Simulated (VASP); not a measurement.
Write the native input for VASP 6.6.1 that does the following.

| Quantity | Value |
| --- | --- |
| Task | relaxation of shape and atoms at fixed volume |
| Functional | PBE |
| Dispersion | D3(BJ) |
| Potentials or basis | VASP PAW PBE potentials, release 64 (W_sv, S) |
| Cutoff | 600 eV |
| k mesh | 12 × 12 × 4 |
| Occupations | gaussian, width 0.02 eV |
| Spin | no spin polarisation |
| Dipole correction | no |
| Further INCAR settings | ALGO = Normal; EDIFF = 1e-06; IBRION = 2; EDIFFG = -0.01; NSW = 50; ISIF = 4 |

The structure of WS2 lies in POSCAR:

```
WS2
1.0
    3.1066316457      0.0000000000      0.0000000000
   -1.5533158229      2.6904219254      0.0000000000
    0.0000000000      0.0000000000     11.7709087808
W S
2 4
Direct
    0.3333333333      0.6666666667      0.7501347135
    0.6666666667      0.3333333333      0.2498652865
    0.3333333333      0.6666666667      0.1173610163
    0.6666666667      0.3333333333      0.6176269025
    0.3333333333      0.6666666667      0.3823730975
    0.6666666667      0.3333333333      0.8826389837
```

This cell differs from its parent crystal: volume scaled by 0.94.

These files were run (other wordings do the same):

INCAR

```
SYSTEM = WS2
ALGO = Normal
EDIFF = 1E-6
EDIFFG = -0.01
ENCUT = 600
GGA = PE
IBRION = 2
ISIF = 4
ISMEAR = 0
IVDW = 12
LASPH = .True.
LCHARG = .False.
LREAL = .False.
LWAVE = .False.
NELM = 60
NSW = 50
PREC = Accurate
SIGMA = 0.02
```

KPOINTS

```
k-points
0
Gamma
  12 12 4
  0 0 0
```

Potentials or basis: VASP PAW PBE potentials, release 64 (W_sv, S).

The run is started by

```bash
$ cat potpaw_PBE.64/W_sv/POTCAR potpaw_PBE.64/S/POTCAR > POTCAR
$ mpirun -np 1 vasp_std > vasp.out
```

It gave:

```
Energy gained by relaxing    : 5.8 meV/atom
Ionic steps                  : 5
Pressure after relaxing      : 4.3 GPa
Largest force after relaxing : 0.007 eV/Å
Band gap on the k mesh       : 0.66 eV, indirect (least direct gap 1.92 eV)
Dispersion energy per atom   : -0.465 eV
```

Caveat: spin-orbit coupling is left out, which moves the levels of the heavy elements.

Run time: 6.6 min on 1 thread of Intel(R) Xeon(R) 6975P-C (Granite Rapids) (shared host), peak memory 0.39 GiB.
